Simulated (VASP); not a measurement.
Write the native input for VASP 6.6.1 that does the following.

```
Task                   : single point
Functional             : PBE
Potentials or basis    : VASP PAW PBE potentials, release 64 (As, Ga_d, Sb)
Cutoff                 : 500 eV
k mesh                 : 6 × 6 × 2
Occupations            : fermi-dirac, width 0.02 eV
Spin                   : no spin polarisation
Dipole correction      : no
Further INCAR settings : ALGO = Normal; EDIFF = 1e-06; NBANDS = 46
```

The structure of Ga4SbAs3 lies in POSCAR:

```
Ga4SbAs3
1.0
    4.1528468119      0.0000000000      0.0000000000
    0.0000000000      4.1528468119      0.0000000000
    0.0000000000      0.0000000000     11.7122362432
As Ga Sb
3 4 1
Direct
    0.0000000000      0.0000000000      0.2409519251
    0.5000000000      0.5000000000      0.0000000000
    0.0000000000      0.0000000000      0.7590480749
    0.0000000000      0.5000000000      0.1203080679
    0.5000000000      0.0000000000      0.8796919321
    0.0000000000      0.5000000000      0.6386163402
    0.5000000000      0.0000000000      0.3613836598
    0.5000000000      0.5000000000      0.5000000000
```

The input as run:

INCAR

```
SYSTEM = Ga4SbAs3
  ALGO = Normal
  EDIFF = 1E-6
  ENCUT = 500
  GGA = PE
  GGA_COMPAT = .False.
  ISIF = 2
  ISMEAR = -1
  LASPH = .True.
  LCHARG = .False.
  LREAL = .False.
  LWAVE = .False.
  NBANDS = 46
  NELM = 120
  PREC = Accurate
  SIGMA = 0.02
```

KPOINTS

```
k-points
0
Gamma
  6 6 2
  0 0 0
```

Potentials or basis: VASP PAW PBE potentials, release 64 (As, Ga_d, Sb).

Launch:

```sh
$ cat potpaw_PBE.64/As/POTCAR potpaw_PBE.64/Ga_d/POTCAR potpaw_PBE.64/Sb/POTCAR > POTCAR
$ mpirun -np 1 vasp_std > vasp.out
```

It gave:

```json
{
 "Pressure": "0.1 GPa",
 "Band gap on the k mesh": "zero (filled and empty bands touch)"
}
```

Caveat: spin-orbit coupling is left out, which moves the levels of the heavy elements.

Run time: 3.1 min on 1 thread of Intel Xeon 6975P-C, with other jobs on the host, peak memory 0.37 GiB.
